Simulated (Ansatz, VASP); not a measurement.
**Two plane-wave programs on TaN**

INCAR

```
PREC     = Accurate       # precision mode
ENCUT    = 520            # plane-wave cutoff, eV
EDIFF    = 1E-7           # SCF threshold, eV
ISMEAR   = 0              # smearing method
SIGMA    = 0.1            # smearing width, eV
LREAL    = False          # projectors in reciprocal space
LASPH    = True           # aspherical terms in the spheres
NELM     = 80             # most SCF steps
ALGO     = Normal         # electronic algorithm
ISIF     = 2              # what is computed and relaxed
LWAVE    = False          # write WAVECAR
LCHARG   = False          # write CHGCAR
LDIPOL   = True         
IDIPOL   = 3            
DIPOL    = 0.5 0.5 0.500
GGA      = PE             # functional
NBANDS   = 42             # bands
```

File KPOINTS:

```
regular mesh
0
Gamma
  12 12 1
```

Contents of POSCAR:

```
TaN
1.0
    2.9501846799      0.0000000000      0.0000000000
   -1.4750923400      2.5549348787      0.0000000000
    0.0000000000      0.0000000000     25.1422006063
Ta N
4 4
Direct
    0.3333333333      0.6666666667      0.2983032439
    0.3333333333      0.6666666667      0.4135585331
    0.3333333333      0.6666666667      0.5288138223
    0.3333333333      0.6666666667      0.6440691115
    0.0000000000      0.0000000000      0.3559308885
    0.0000000000      0.0000000000      0.4711861777
    0.0000000000      0.0000000000      0.5864414669
    0.0000000000      0.0000000000      0.7016967561
```

Input for Ansatz:

```yaml
crystal:
  lattice:
    - [2.9501846799, 0.0, 0.0]
    - [-1.47509234, 2.5549348787, 0.0]
    - [0.0, 0.0, 25.1422006063]
  atoms:
    - { symbol: Ta, position: [0.3333333333, 0.6666666667, 0.2983032439] }
    - { symbol: "N", position: [0.0, 0.0, 0.3559308885] }
    - { symbol: Ta, position: [0.3333333333, 0.6666666667, 0.4135585331] }
    - { symbol: "N", position: [0.0, 0.0, 0.4711861777] }
    - { symbol: Ta, position: [0.3333333333, 0.6666666667, 0.5288138223] }
    - { symbol: "N", position: [0.0, 0.0, 0.5864414669] }
    - { symbol: Ta, position: [0.3333333333, 0.6666666667, 0.6440691115] }
    - { symbol: "N", position: [0.0, 0.0, 0.7016967561] }
basis:
  ecutwfc: 420
kpoints:
  mp_grid: { grid: [12, 12, 1] }
hamiltonian:
  xc: pbe
scf:
  occupations: { method: gaussian, width: 0.1 }
output:
  forces: true
  stress: true
  eigenvalues: true
  write_density: true
  write_potential: true
  elf: true
  volumetric_format: npy
efield:
  axis: 3
  dipole_correction: true
  ramp_width: 0.04
```

Alike in both runs: task single point; functional PBE; k mesh 12 × 12 × 1; occupations gaussian, width 0.1 eV; no spin polarisation.

```csv
,VASP,Ansatz
version,VASP 6.6.1,Ansatz 0.2.0
potentials or method,"VASP PAW PBE potentials, release 64 (Ta_pv, N), cutoff 520 eV","scalar-relativistic, plane waves, PAW"
valence electrons in the cell,64,72
```

```csv
,VASP,Ansatz,Ansatz less VASP
gap on the k mesh at the Fermi level (eV),none,none,-
rms of the force components (eV/Å),1.897,1.905,+0.0084
```

A gap of «none» marks a metal or a gap that the smearing closes. VASP's potentials hold 64 valence electrons a cell and Ansatz's 72, so a difference there can come from the potentials and not from the codes. Ansatz's warnings: xc potential rough in thin density.

Neither program's run includes spin-orbit coupling.
